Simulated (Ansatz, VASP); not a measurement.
**BaTiO3 in VASP and in Ansatz**

POSCAR

```
BaTiO3
1.0
    3.9940382582      0.0000000000      0.0000000000
    0.0000000000      3.9940382582      0.0000000000
    0.0000000000      0.0000000000      4.2037252668
Ba Ti O
1 1 3
Direct
    0.5000000000      0.5000000000      0.5000000000
    0.0000000000      0.0000000000      0.0000000000
    0.5000000000      0.0000000000      0.0000000000
    0.0000000000      0.5000000000      0.0000000000
    0.0000000000      0.0000000000      0.5000000000
```

The input INCAR.step1:

```
ALGO = Normal
EDIFF = 1E-4
ENCUT = 520
GGA = PE
ISMEAR = 0
LASPH = True
LCHARG = False
LREAL = False
LWAVE = True
NBANDS = 28
NELM = 100
PREC = Accurate
SIGMA = 0.05
```

The input INCAR.step2:

```
ALGO = Normal
EDIFF = 1E-6
ENCUT = 520
ISIF = 2
ISMEAR = 0
ISTART = 1
LASPH = True
LCHARG = False
LMIXTAU = True
LREAL = False
LWAVE = False
METAGGA = R2SCAN
NBANDS = 28
NELM = 100
PREC = Accurate
SIGMA = 0.05
```

File KPOINTS:

```
k-points
0
Gamma
  8 8 8
```

Input for Ansatz:

```yaml
crystal:
  lattice:
    - [3.9940382582, 0.0, 0.0]
    - [0.0, 3.9940382582, 0.0]
    - [0.0, 0.0, 4.2037252668]
  atoms:
    - { symbol: Ba, position: [0.5, 0.5, 0.5] }
    - { symbol: Ti, position: [0.0, 0.0, 0.0] }
    - { symbol: O, position: [0.5, 0.0, 0.0] }
    - { symbol: O, position: [0.0, 0.5, 0.0] }
    - { symbol: O, position: [0.0, 0.0, 0.5] }
basis:
  ecutwfc: 500
kpoints:
  mp_grid: { grid: [8, 8, 8] }
hamiltonian:
  xc: r2scan
scf:
  occupations: { method: gaussian, width: 0.05 }
output:
  forces: true
  stress: true
  eigenvalues: true
```

Change from the starting cell: strain +0.0525 x Voigt [0, 0, 1, 0, 0, 0], atoms carried along.

Alike in both runs: task single point; functional r2SCAN; k mesh 8 × 8 × 8; occupations gaussian, width 0.05 eV; no spin polarisation.

|  | VASP | Ansatz |
| --- | --- | --- |
| version | VASP 6.6.1 | Ansatz 0.2.0 |
| potentials or method | VASP PAW PBE potentials, release 64 (Ba_sv, Ti_sv, O), cutoff 520 eV | scalar-relativistic, plane waves, PAW |
| valence electrons in the cell | 40 | 40 |

```csv
,VASP,Ansatz,Ansatz less VASP
gap on the k mesh at the Fermi level (eV),1.94,1.95,+0.012
least direct gap on the mesh (eV),2.18,2.16,-0.015
pressure (GPa),-6.0,-7.7,-1.65
"traceless stress, the component that is largest in VASP (GPa)",-5.23,-5.01,+0.223
```

VASP's potentials were made for PBE, not for r2SCAN.

Spin-orbit coupling is off throughout.
